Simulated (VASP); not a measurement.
# SiC (Moissanite) (P6_3mc) in VASP: notebook

Runs on SiC (Moissanite). Level: PBE. Tasks: single point, relaxation of cell and atoms.

All numbers are computed with VASP 6.6.1; they aren't measurements. Logs are shortened: lines on timing, memory, paths and dates and some standing lists are left out, and cuts for length are marked.

### 1 The cell of the first run

The structure is hexagonal, space group P6_3mc (No. 186). Conventional cell: a = 3.092 Å, b = 3.092 Å, c = 5.074 Å, α = 90.00°, β = 90.00°, γ = 120.00°. Within 2.5 Å of Si (site symmetry 3m) lie 4 C at 1.89 to 1.91 Å. Within 2.5 Å of C (site symmetry 3m) lie 4 Si at 1.89 to 1.91 Å.

### 2 Single point, PBE

File INCAR:

```
ALGO = Normal
EDIFF = 1E-6
ENCUT = 520
GGA = PE
ISIF = 2
ISMEAR = 0
LASPH = T
LCHARG = F
LREAL = F
LWAVE = F
NBANDS = 16
NELM = 60
PREC = Accurate
SIGMA = 0.02
```

File KPOINTS:

```
k-points
0
Gamma
  12 12 6
```

File POSCAR:

```
SiC
1.0
    3.0919379459      0.0000000000      0.0000000000
   -1.5459689730      2.6776968081      0.0000000000
    0.0000000000      0.0000000000      5.0742918075
Si C
2 2
Direct
    0.6666666667      0.3333333333     -0.0004183979
    0.3333333333      0.6666666667      0.4995816021
    0.6666666667      0.3333333333      0.3754183979
    0.3333333333      0.6666666667      0.8754183979
```

Potentials or basis: VASP PAW PBE potentials, release 64 (Si, C).

Run with:

```sh
$ cat potpaw_PBE.64/Si/POTCAR potpaw_PBE.64/C/POTCAR > POTCAR
$ mpirun -np 1 vasp_std > vasp.out
```

OUTCAR:

```text
EDIFF = 1E-6
   ENCUT = 520
   GGA = PE
   ISIF = 2
   ISMEAR = 0
   LASPH = T
   LREAL = F
   NELM = 60
   PREC = Accurate

 ion  position               nearest neighbor table
   1  0.667  0.333  1.000-   4 1.89   4 1.89   4 1.89   3 1.91   2 3.10   2 3.10   2 3.10   2 3.10
                             2 3.10   2 3.10
   2  0.333  0.667  0.500-   3 1.89   3 1.89   3 1.89   4 1.91   1 3.10   1 3.10   1 3.10   1 3.10
                             1 3.10   1 3.10
   3  0.667  0.333  0.375-   2 1.89   2 1.89   2 1.89   1 1.91
   4  0.333  0.667  0.875-   1 1.89   1 1.89   1 1.89   2 1.91

  LATTYP: Found a hexagonal cell.
 ALAT       =     3.0919379459
 C/A-ratio  =     1.6411363670

  Lattice vectors:

 A1 = (   3.0919379459,   0.0000000000,   0.0000000000)
 A2 = (  -1.5459689730,   2.6776968081,   0.0000000000)
 A3 = (   0.0000000000,   0.0000000000,   5.0742918075)

Analysis of symmetry for initial positions (statically):
=====================================================================
 Subroutine PRICEL returns:
 Original cell was already a primitive cell.

 Routine SETGRP: Setting up the symmetry group for a
 hexagonal supercell.

 Subroutine GETGRP returns: Found 12 space group operations
 (whereof  6 operations were pure point group operations)
 out of a pool of 24 trial point group operations.

The static configuration has the point symmetry C_3v.
 The point group associated with its full space group is C_6v.

Analysis of symmetry for dynamics (positions and initial velocities):
=====================================================================
 Subroutine PRICEL returns:
 Original cell was already a primitive cell.

 Routine SETGRP: Setting up the symmetry group for a
 hexagonal supercell.

 Subroutine GETGRP returns: Found 12 space group operations
 (whereof  6 operations were pure point group operations)
 out of a pool of 24 trial point group operations.

The dynamic configuration has the point symmetry C_3v.
 The point group associated with its full space group is C_6v.

 Subroutine INISYM returns: Found 12 space group operations
 (whereof  6 operations are pure point group operations),
 and found     1 'primitive' translations

----------------------------------------------------------------------------------------

                                     Primitive cell

  volume of cell :      42.0114

  direct lattice vectors                    reciprocal lattice vectors
     3.091937946  0.000000000  0.000000000     0.323421756  0.186727638  0.000000000
    -1.545968973  2.677696808  0.000000000     0.000000000  0.373455276  0.000000000
     0.000000000  0.000000000  5.074291807     0.000000000  0.000000000  0.197071835

  length of vectors
     3.091937946  3.091937946  5.074291807     0.373455276  0.373455276  0.197071835

  position of ions in fractional coordinates (direct lattice)
     0.666666667  0.333333333  0.999581602
     0.333333333  0.666666667  0.499581602
     0.666666667  0.333333333  0.375418398
     0.333333333  0.666666667  0.875418398

  ion indices of the primitive-cell ions
   primitive index   ion index
                 1           1
                 2           2
                 3           3
                 4           4

----------------------------------------------------------------------------------------

 KPOINTS: k-points

Automatic generation of k-mesh.
 Grid dimensions read from file:
 generate k-points for:   12   12    6

 Generating k-lattice:

  Cartesian coordinates                     Fractional coordinates (reciprocal lattice)
     0.026951813  0.015560636  0.000000000     0.083333333  0.000000000  0.000000000
     0.000000000  0.031121273  0.000000000     0.000000000  0.083333333  0.000000000
     0.000000000  0.000000000  0.032845306     0.000000000  0.000000000  0.166666667

  Length of vectors
     0.031121273  0.031121273  0.032845306

  Shift w.r.t. Gamma in fractional coordinates (k-lattice)
     0.000000000  0.000000000  0.000000000

 Subroutine IBZKPT returns following result:
 ===========================================

 Found     76 irreducible k-points:

 Following reciprocal coordinates:
            Coordinates               Weight
  0.000000  0.000000  0.000000      1.000000
  0.083333  0.000000  0.000000      6.000000
  0.166667  0.000000  0.000000      6.000000
  0.250000  0.000000  0.000000      6.000000
  0.333333  0.000000  0.000000      6.000000
  0.416667  0.000000  0.000000      6.000000
[... 16 lines left out ...]
  0.250000  0.000000  0.166667     12.000000
  0.333333  0.000000  0.166667     12.000000
 [... further k-points ...]
   k-points           NKPTS =     76   k-points in BZ     NKDIM =     76   number of bands    NBANDS=     16
   number of dos      NEDOS =    301   number of ions     NIONS =      4
   total plane-waves  NPLWV =  23040
   dimension x,y,z NGX =    24 NGY =   24 NGZ =   40
   dimension x,y,z NGXF=    48 NGYF=   48 NGZF=   80
   ions per type =               2   2
   NGX,Y,Z   is equivalent  to a cutoff of  12.90, 12.90, 13.10 a.u.
   NGXF,Y,Z  is equivalent  to a cutoff of  25.81, 25.81, 26.21 a.u.
 SYSTEM =  unknown system
   PREC   = accura    normal or accurate (medium, high low for compatibility)
   ISTART =      0    job   : 0-new  1-cont  2-samecut
   ICHARG =      2    charge: 1-file 2-atom 10-const
   ISPIN  =      1    spin polarized calculation?
   LNONCOLLINEAR =      F non collinear calculations
   LSORBIT =      F    spin-orbit coupling
   LASPH  =      T    aspherical Exc in radial PAW
   ENCUT  =  520.0 eV  38.22 Ry    6.18 a.u.   5.75  5.75  9.43*2*pi/ulx,y,z
   NELM   =     60;   NELMIN=  2; NELMDL= -5     # of ELM steps
   EDIFF  = 0.1E-05   stopping-criterion for ELM
   LREAL  =      F    real-space projection
   EDIFFG = 0.1E-04   stopping-criterion for IOM
   NSW    =      0    number of steps for IOM
   IBRION =     -1    ionic relax: 0-MD 1-quasi-New 2-CG
   NFREE  =      0    steps in history (QN), initial steepest desc. (CG)
   ISIF   =      2    stress and relaxation
   ISYM   =      2    0-nonsym 1-usesym 2-fastsym
   POTIM  = 0.5000    time-step for ionic-motion
   TEBEG  =    0.0;   TEEND  =   0.0 temperature during run
   PSTRESS=    0.0 pullay stress
   NELECT =      16.0000    total number of electrons
   NUPDOWN=      -1.0000    fix difference up-down
   EMIN   =  10.00;   EMAX   =-10.00  energy-range for DOS
   EFERMI =   0.00;   METHOD = LEGACY
   ISMEAR =     0;   SIGMA  =   0.02  broadening in eV -4-tet -1-fermi 0-gaus
   EFERMI_NEDOS =   21; number of points for ismear=-14 and -15
   IALGO  =     38    algorithm
   IMIX   =      4    mixing-type and parameters
     AMIX     =   0.40;   BMIX     =  1.00
     AMIX_MAG =   1.60;   BMIX_MAG =  1.00
  volume/ion in A,a.u.               =      10.50        70.88
  Fermi-wavevector in a.u.,A,eV,Ry     =   1.186658  2.242459 19.159146  1.408158
  Thomas-Fermi vector in A             =   2.322826
   LORBIT       =      0    0 simple, 1 ext, 2 COOP (PROOUT), +10 PAW based schemes
   GGA     = PE    functional components
   LHFCALC =     F    Hartree Fock is set to
   AEXX    =    0.0000 exact exchange contribution
   IVDW    =     0    specifies the selected vdW correction
   LEPSILON=     F    determine dielectric tensor
   LRPA    =     F    only Hartree local field effects (RPA)
 non-spin polarized calculation
 Gauss-broadening in eV      SIGMA  =   0.02
  energy-cutoff  :      520.00
  volume of cell :       42.01
 maximum number of plane-waves:      1170
 NGX is ok and might be reduce to    24
   NGX = 11   NGY = 11   NGZ = 19

 number of electron      16.0000000 magnetization

 Free energy of the ion-electron system (eV)
  ---------------------------------------------------
  ext. energy  EPLUGINS =         0.00000000
  ---------------------------------------------------
  free energy    TOTEN  =       -30.11026375 eV

  energy without entropy =      -30.11026375  energy(sigma->0) =      -30.11026375

 E-fermi :   8.2515     XC(G=0): -11.2826

 val. band max:        8.0839564773   @ k =   0.0000   0.0000   0.0000
 cond. band min:      10.3873036115   @ k =   0.3333   0.3333   0.0000
 fundamental gap:      2.3033471342
 Fermi energy:         8.2514751662

 k-point     1 :       0.0000    0.0000    0.0000
  band No.  band energies     occupation
      1      -7.3614      2.00000
      2      -3.8523      2.00000
      3      -0.5244      2.00000
      4       6.7746      2.00000
      5       6.7747      2.00000
      6       7.9739      2.00000
[... 8 lines left out ...]
     15      16.9317      0.00000
     16      19.2982      0.00000

 k-point     2 :       0.0833    0.0000    0.0000
  band No.  band energies     occupation
      1      -7.2423      2.00000
      2      -3.7506      2.00000
      3      -0.4153      2.00000
      4       6.0943      2.00000
      5       6.5669      2.00000
      6       7.6200      2.00000
[... 8 lines left out ...]
     15      17.2333      0.00000
     16      18.4296      0.00000

 k-point     3 :       0.1667    0.0000    0.0000
  band No.  band energies     occupation
      1      -6.8884      2.00000
      2      -3.4546      2.00000
      3      -0.0977      2.00000
      4       4.6199      2.00000
      5       6.0963      2.00000
      6       6.5064      2.00000
[... 8 lines left out ...]
     15      17.5660      0.00000
     16      17.9031      0.00000

 k-point     4 :       0.2500    0.0000    0.0000
  band No.  band energies     occupation
      1      -6.3107      2.00000
      2      -3.0011      2.00000
      3       0.3791      2.00000
      4       3.0208      2.00000
      5       5.1285      2.00000
      6       5.5849      2.00000
[... 8 lines left out ...]
     15      18.0453      0.00000
     16      18.8042      0.00000
[... 324 lines left out ...]
 k-point    22 :       0.1667    0.0000    0.1667
  band No.  band energies     occupation
      1      -6.7557      2.00000
      2      -3.9628      2.00000
      3       0.6044      2.00000
      4       4.7410      2.00000
      5       6.1217      2.00000
      6       6.1860      2.00000
[... 8 lines left out ...]
     15      17.7355      0.00000
     16      18.2669      0.00000

 k-point    23 :       0.2500    0.0000    0.1667
  band No.  band energies     occupation
      1      -6.1803      2.00000
      2      -3.4727      2.00000
      3       0.9631      2.00000
      4       3.2243      2.00000
      5       4.7438      2.00000
      6       5.6814      2.00000
[... 8 lines left out ...]
     15      18.7505      0.00000
     16      18.7716      0.00000

 k-point    24 :       0.3333    0.0000    0.1667
  band No.  band energies     occupation
      1      -5.4112      2.00000
      2      -2.8953      2.00000
      3       0.8012      2.00000
      4       2.5083      2.00000
      5       3.3297      2.00000
      6       5.2623      2.00000
[... 8 lines left out ...]
     15      19.2419      0.00000
     16      20.0181      0.00000

 [... further k-points ...]

------------------------ aborting loop because EDIFF is reached ----------------------------------------

  FORCE on cell =-STRESS in cart. coord.  units (eV):
  Direction    XX          YY          ZZ          XY          YZ          ZX
  --------------------------------------------------------------------------------------
  -------------------------------------------------------------------------------------
  Total       -0.0137143     -0.0137143     -0.0104800      0.0000000      0.0000000      0.0000000
  in kB       -0.5230169     -0.5230169     -0.3996743      0.0000000      0.0000000      0.0000000
  external PRESSURE =      -0.4819027 kB  Pullay stress =       0.0000000 kB

 VOLUME and BASIS-vectors are now :
 -----------------------------------------------------------------------------
  energy-cutoff  :      520.00
  volume of cell :       42.01
      direct lattice vectors                 reciprocal lattice vectors
     3.091937946  0.000000000  0.000000000     0.323421756  0.186727638  0.000000000
    -1.545968973  2.677696808  0.000000000     0.000000000  0.373455276  0.000000000
     0.000000000  0.000000000  5.074291807     0.000000000  0.000000000  0.197071835

 POSITION                                       TOTAL-FORCE (eV/Angst)
 -----------------------------------------------------------------------------------
      1.54597      0.89257      5.07217        -0.000000      0.000000      0.000270
     -0.00000      1.78513      2.53502        -0.000000      0.000000      0.000270
      1.54597      0.89257      1.90498         0.000000      0.000000     -0.000270
     -0.00000      1.78513      4.44213        -0.000000      0.000000     -0.000270
 -----------------------------------------------------------------------------------
    total drift:                               -0.000000     -0.000000      0.000498

  FREE ENERGIE OF THE ION-ELECTRON SYSTEM (eV)
  ---------------------------------------------------
  free  energy   TOTEN  =       -30.1102637455 eV

  energy  without entropy=      -30.1102637455  energy(sigma->0) =      -30.11026375
```

Wall time 45 s (1 thread of Intel Xeon Platinum 8488C (Sapphire Rapids), shared host); peak memory 0.18 GiB.

Results:

| Item | Value |
| --- | --- |
| Free energy | -30.1103 eV |
| Pressure | 0.0 GPa |
| Band gap on the k mesh | 2.30 eV, indirect (least direct gap 3.94 eV) |

Levels at points of the mesh, in eV from the valence-band top:
| k point | band 6 | band 7 | band 8 | band 9 | band 10 | band 11 |
| --- | --- | --- | --- | --- | --- | --- |
| (0.00, 0.00, 0.00) | -0.11 | 0.00 | 0.00 | 4.67 | 6.04 | 6.57 |
| (0.50, 0.00, 0.00) | -3.29 | -3.24 | -1.19 | 2.75 | 4.21 | 6.76 |
| (0.00, 0.00, 0.50) | -0.71 | -0.71 | -0.71 | 5.76 | 5.76 | 7.27 |
| (0.50, 0.00, 0.50) | -2.42 | -2.31 | -2.31 | 3.25 | 3.25 | 5.19 |

### 3 Relaxation of cell and atoms, PBE

This run uses another cell than the first one, of 10.34 Å³/atom, 0.985 times its volume.

File INCAR:

```
ALGO = Normal
EDIFF = 1E-6
EDIFFG = -0.005
ENCUT = 600
GGA = PE
IBRION = 2
ISIF = 3
ISMEAR = 0
LASPH = T
LCHARG = F
LREAL = F
LWAVE = F
NELM = 60
NSW = 100
PREC = Accurate
SIGMA = 0.02
```

KPOINTS is that of step 2.

File POSCAR:

```
SiC
1.0
    3.0760000000      0.0000000000      0.0000000000
   -1.5380000000      2.6638941420      0.0000000000
    0.0000000000      0.0000000000      5.0480000000
Si C
2 2
Direct
    0.6666666667      0.3333333333      0.0000000000
    0.3333333333      0.6666666667      0.5000000000
    0.6666666667      0.3333333333      0.3750000000
    0.3333333333      0.6666666667      0.8750000000
```

Potentials or basis: VASP PAW PBE potentials, release 64 (Si, C).

Run with:

```sh
$ cat potpaw_PBE.64/Si/POTCAR potpaw_PBE.64/C/POTCAR > POTCAR
$ mpirun -np 1 vasp_std > vasp.out
```

OUTCAR:

```text
EDIFF = 1E-6
   EDIFFG = -0.005
   ENCUT = 600
   GGA = PE
   IBRION = 2
   ISIF = 3
   ISMEAR = 0
   LASPH = T
   LREAL = F
   NELM = 60
   NSW = 100
   PREC = Accurate

 ion  position               nearest neighbor table
   1  0.667  0.333  0.000-   4 1.88   4 1.88   4 1.88   3 1.89   2 3.09   2 3.09   2 3.09   2 3.09
                             2 3.09   2 3.09
   2  0.333  0.667  0.500-   3 1.88   3 1.88   3 1.88   4 1.89   1 3.09   1 3.09   1 3.09   1 3.09
                             1 3.09   1 3.09
   3  0.667  0.333  0.375-   2 1.88   2 1.88   2 1.88   1 1.89
   4  0.333  0.667  0.875-   1 1.88   1 1.88   1 1.88   2 1.89

  LATTYP: Found a hexagonal cell.
 ALAT       =     3.0760000000
 C/A-ratio  =     1.6410923277

  Lattice vectors:

 A1 = (   3.0760000000,   0.0000000000,   0.0000000000)
 A2 = (  -1.5380000000,   2.6638941420,   0.0000000000)
 A3 = (   0.0000000000,   0.0000000000,   5.0480000000)

[... 435 lines left out ...]
      7       8.0893      2.00000
      8       8.0893      2.00000
      9      12.7682      0.00000
     10      14.1374      0.00000
     11      14.6671      0.00000
     12      14.6671      0.00000
[... 331 lines left out ...]
 k-point    24 :       0.3333    0.0000    0.1667
  band No.  band energies     occupation
      1      -5.4092      2.00000
      2      -2.8925      2.00000
      3       0.8048      2.00000
      4       2.5111      2.00000
      5       3.3340      2.00000
      6       5.2670      2.00000
      7       6.4983      2.00000
      8       6.9912      2.00000
      9      11.4406      0.00000
     10      12.5471      0.00000
     11      14.8206      0.00000
     12      15.8503      0.00000

 [... further k-points ...]

------------------------ aborting loop because EDIFF is reached ----------------------------------------

  FORCE on cell =-STRESS in cart. coord.  units (eV):
  Direction    XX          YY          ZZ          XY          YZ          ZX
  --------------------------------------------------------------------------------------
  -------------------------------------------------------------------------------------
  Total       -0.0192550     -0.0192550     -0.0181145      0.0000000      0.0000000      0.0000000
  in kB       -0.7346780     -0.7346780     -0.6911605      0.0000000      0.0000000      0.0000000
  external PRESSURE =      -0.7201722 kB  Pullay stress =       0.0000000 kB
[... 19 lines left out ...]
  FREE ENERGIE OF THE ION-ELECTRON SYSTEM (eV)
  ---------------------------------------------------
  free  energy   TOTEN  =       -30.1123882336 eV

  energy  without entropy=      -30.1123882336  energy(sigma->0) =      -30.11238823

 reached required accuracy - stopping structural energy minimisation
```

CONTCAR:

```text
SiC
   1.00000000000000
     3.0913667930449402   -0.0000000000000000    0.0000000000000000
    -1.5456833965224701    2.6772021751510029    0.0000000000000000
     0.0000000000000000   -0.0000000000000000    5.0737162655240882
  Si              C
     2     2
Direct
     0.6666666667000030    0.3333333332999970    0.9996017399593843
     0.3333333332999970    0.6666666667000030    0.4996017399593843
     0.6666666667000030    0.3333333332999970    0.3753982600406157
     0.3333333332999970    0.6666666667000030    0.8753982600406157

  0.00000000E+00  0.00000000E+00  0.00000000E+00
  0.00000000E+00  0.00000000E+00  0.00000000E+00
  0.00000000E+00  0.00000000E+00  0.00000000E+00
  0.00000000E+00  0.00000000E+00  0.00000000E+00
```

Run time: 2.3 min. Hardware: 1 thread of Intel Xeon Platinum 8488C (Sapphire Rapids), shared host; peak memory 0.2 GiB.

What came out:

| Property | Result |
| --- | --- |
| Free energy | -30.1124 eV |
| Relaxed volume | 10.50 Å³/atom |
| Relaxed cell | a = 3.091 Å, b = 3.091 Å, c = 5.074 Å, α = 90.00°, β = 90.00°, γ = 120.00° |
| Space group after relaxing (to 0.05 Å) | P6_3mc (No. 186) |
| Energy gained by relaxing | 1.6 meV/atom |
| Ionic steps | 7 |
| Pressure after relaxing | -0.1 GPa |
| Largest force after relaxing | 0.003 eV/Å |
| Band gap on the k mesh | 2.30 eV, indirect (least direct gap 3.94 eV) |

Forces in eV/Å, atoms in the order of the input:
```
Si   0.000  0.000 -0.003
Si   0.000  0.000 -0.003
C    0.000  0.000  0.003
C    0.000  0.000  0.003
```

Step by step:
| step | energy change (eV) | largest force (eV/Å) | pressure (GPa) | volume (Å³) |
| --- | --- | --- | --- | --- |
| 1 | 0.0000 | 0.0743 | 3.22 | 41.36 |
| 2 | 0.0003 | 0.0576 | -3.14 | 42.62 |
| 3 | -0.0063 | 0.0060 | 0.00 | 41.98 |
| 4 | -0.0063 | 0.0048 | -0.05 | 41.99 |
| 5 | -0.0064 | 0.0024 | -0.07 | 41.99 |
| 6 | -0.0064 | 0.0032 | -0.07 | 41.99 |
| 7 | -0.0064 | 0.0030 | -0.07 | 41.99 |

Final structure:
```cif
data_structure
_symmetry_space_group_name_H-M 'P 1'
_symmetry_Int_Tables_number 1
_cell_length_a 3.0914
_cell_length_b 3.0914
_cell_length_c 5.0737
_cell_angle_alpha 90.000
_cell_angle_beta 90.000
_cell_angle_gamma 120.000
_cell_volume 41.99
loop_
_atom_site_label
_atom_site_type_symbol
_atom_site_fract_x
_atom_site_fract_y
_atom_site_fract_z
_atom_site_occupancy
Si1 Si 0.66667 0.33333 0.99960 1
Si2 Si 0.33333 0.66667 0.49960 1
C1 C 0.66667 0.33333 0.37540 1
C2 C 0.33333 0.66667 0.87540 1
```

Levels at points of the mesh, in eV from the valence-band top:
| k point | band 6 | band 7 | band 8 | band 9 | band 10 | band 11 |
| --- | --- | --- | --- | --- | --- | --- |
| (0.00, 0.00, 0.00) | -0.11 | 0.00 | 0.00 | 4.68 | 6.05 | 6.58 |
| (0.50, 0.00, 0.00) | -3.29 | -3.24 | -1.19 | 2.75 | 4.21 | 6.76 |
| (0.00, 0.00, 0.50) | -0.71 | -0.71 | -0.71 | 5.77 | 5.77 | 7.27 |
| (0.50, 0.00, 0.50) | -2.42 | -2.31 | -2.31 | 3.25 | 3.25 | 5.19 |
